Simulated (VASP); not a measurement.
A run of VASP 6.6.1 is set up as follows.

The input INCAR:

```
ALGO = Normal
EDIFF = 1E-6
EDIFFG = -0.04
ENCUT = 600
GGA = PE
IBRION = 2
ISIF = 3
ISMEAR = 0
LASPH = T
LCHARG = F
LREAL = F
LWAVE = F
NELM = 80
NSW = 90
PREC = Accurate
SIGMA = 0.1
```

File KPOINTS:

```
k-points
0
Gamma
  6 6 4
```

File POSCAR:

```
Al2P3
1.0
    4.2759448200      0.0000000000      0.0000000000
   -2.1379724100      3.7030768400      0.0000000000
    0.0000000000      0.0000000000      3.8685851000
Al P
2 3
Direct
    0.0000000000      0.0000000000      0.5000000000
    0.0000000000      0.0000000000      0.0000000000
    0.5000000000      0.0000000000      0.0000000000
    0.0000000000      0.5000000000      0.0000000000
    0.5000000000      0.5000000000      0.0000000000
```

Potentials or basis: VASP PAW PBE potentials, release 64 (Al, P).

The run is started by

```bash
$ cat potpaw_PBE.64/Al/POTCAR potpaw_PBE.64/P/POTCAR > POTCAR
$ mpirun -np 1 vasp_std > vasp.out
```

Task: What does it give for the relaxed cell?

Result: a = 5.086 Å, b = 5.086 Å, c = 5.146 Å, α = 90.00°, β = 90.00°, γ = 120.00°.

Task: What does it give for the relaxed volume?

Result: 23.06 Å³/atom.

The path:
| step | energy change (eV) | largest force (eV/Å) | pressure (GPa) | volume (Å³) |
| --- | --- | --- | --- | --- |
| 1 | 0.0000 | 0.0000 | 97.50 | 61.26 |
| 2 | -7.9981 | 0.0000 | -8.84 | 153.97 |
| 3 | -9.5473 | 0.0000 | 1.12 | 109.49 |
| 4 | -9.5527 | 0.0000 | -0.39 | 112.56 |
| 5 | -9.5540 | 0.0000 | 0.19 | 111.32 |
| 6 | -9.8867 | 0.0000 | 0.41 | 112.87 |
| 7 | -9.9106 | 0.0000 | 0.91 | 113.41 |
| 8 | -9.9117 | 0.0000 | 0.82 | 113.33 |
| 9 | -9.9161 | 0.0000 | -0.08 | 115.29 |

Caveat: the k points lie up to 0.31 Å⁻¹ apart in the final cell; the volume moved by over 15 % at a fixed basis, so the end points are rough.
